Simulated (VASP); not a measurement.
**PbS: single point with PBE**

The system is PbS.

```
CELL_PARAMETERS angstrom
0.00000 2.98723 2.98723
2.98723 0.00000 2.98723
2.98723 2.98723 0.00000
ATOMIC_POSITIONS crystal
Pb 0.00000 0.00000 0.00000
S 0.50000 0.50000 0.50000
```

```
Program             : VASP 6.6.1
Task                : single point
Functional          : PBE
Potentials or basis : VASP PAW PBE potentials, release 64 (Pb_d, S)
Cutoff              : 520 eV
k mesh              : 4 × 4 × 4
Occupations         : gaussian, width 0.01 eV
Spin                : no spin polarisation
```

```
Pressure               : 0.9 GPa
Band gap on the k mesh : 0.44 eV, direct
```

Levels at points of the mesh, in eV from the valence-band top:
| k point | band 7 | band 8 | band 9 | band 10 | band 11 | band 12 | band 13 | band 14 |
| --- | --- | --- | --- | --- | --- | --- | --- | --- |
| (0.00, 0.00, 0.00) | -6.05 | -2.04 | -2.04 | -2.04 | 5.17 | 5.17 | 5.17 | 6.81 |
| (0.50, 0.00, 0.00) | -8.70 | -1.67 | -1.67 | 0.00 | 0.44 | 2.03 | 2.03 | 8.65 |
| (0.50, 0.50, 0.00) | -7.15 | -4.99 | -3.28 | -3.28 | 3.98 | 5.53 | 5.62 | 5.62 |

Run time: 5 s on 1 thread of Intel(R) Xeon(R) Platinum 8559C (Emerald Rapids) (shared host), peak memory 0.17 GiB.

Caveat: the k points lie up to 0.46 Å⁻¹ apart; spin-orbit coupling is left out, which moves the levels of the heavy elements. A k mesh can miss the band edges.
